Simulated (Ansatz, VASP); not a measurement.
One calculation of SnSe, two programs

Contents of INCAR:

```
PREC = Accurate
ENCUT = 520
EDIFF = 1E-6
ISMEAR = -1
SIGMA = 0.02
LREAL = F
LASPH = T
NELM = 150
ALGO = Normal
ISIF = 2
LWAVE = F
LCHARG = F
MAGMOM = 0 0 0 0 0 0
LORBIT = 11
LSORBIT = T
GGA_COMPAT = F
LORBMOM = T
GGA = PE
NBANDS = 32
```

The input KPOINTS:

```
Automatic mesh
0
Gamma
  8 8 8
```

Contents of POSCAR:

```
SnSe
1.0
    0.0000000000      3.0021130771      3.0021130771
    3.0021130771      0.0000000000      3.0021130771
    3.0021130771      3.0021130771      0.0000000000
Sn Se
1 1
Direct
    0.0000000000      0.0000000000      0.0000000000
    0.5000000000      0.5000000000      0.5000000000
```

Input for Ansatz:

```yaml
crystal:
  lattice:
    - [0.0, 3.0021130771, 3.0021130771]
    - [3.0021130771, 0.0, 3.0021130771]
    - [3.0021130771, 3.0021130771, 0.0]
  atoms:
    - { symbol: Sn, position: [0.0, 0.0, 0.0] }
    - { symbol: Se, position: [0.5, 0.5, 0.5] }
kpoints:
  mp_grid: { grid: [8, 8, 8] }
  band_path:
    path:
      - [0.0, 0.0, 0.0]
      - [0.5, 0.0, 0.5]
      - [0.625, 0.25, 0.625]
      - [0.375, 0.375, 0.75]
      - [0.5, 0.5, 0.5]
      - [0.5, 0.25, 0.75]
      - [-0.052246, -0.051758, 0.484131]
      - [-0.057292, -0.041911, 0.479818]
      - [0.5, 0.475, 0.525]
    npoints: 1
hamiltonian:
  xc: pbe
scf:
  occupations: { method: fermi_dirac, width: 0.02 }
  n_extra_bands: 8
magnetization:
  noncollinear: true
  spin_orbit: true
output:
  forces: true
  stress: true
  eigenvalues: true
```

Alike in both runs: task single point; functional PBE; k mesh 8 × 8 × 8; occupations fermi-dirac, width 0.02 eV; non-collinear spin, spin-orbit coupling.

|  | VASP | Ansatz |
| --- | --- | --- |
| version | VASP 6.6.1 | Ansatz 0.2.0 |
| potentials or method | VASP PAW PBE potentials, release 64 (Sn_d, Se) | plane waves, PAW |
| plane-wave cutoff (eV) | 520 | 420 |
| valence electrons in the cell | 20 | 30 |

```csv
,VASP,Ansatz,Ansatz less VASP
pressure (GPa),1.3,1.3,-0.01
net moment per atom (μB),0.00,0.00,0.000
```

VASP's potentials hold 20 valence electrons a cell and Ansatz's 30, so a difference there can come from the potentials and not from the codes.
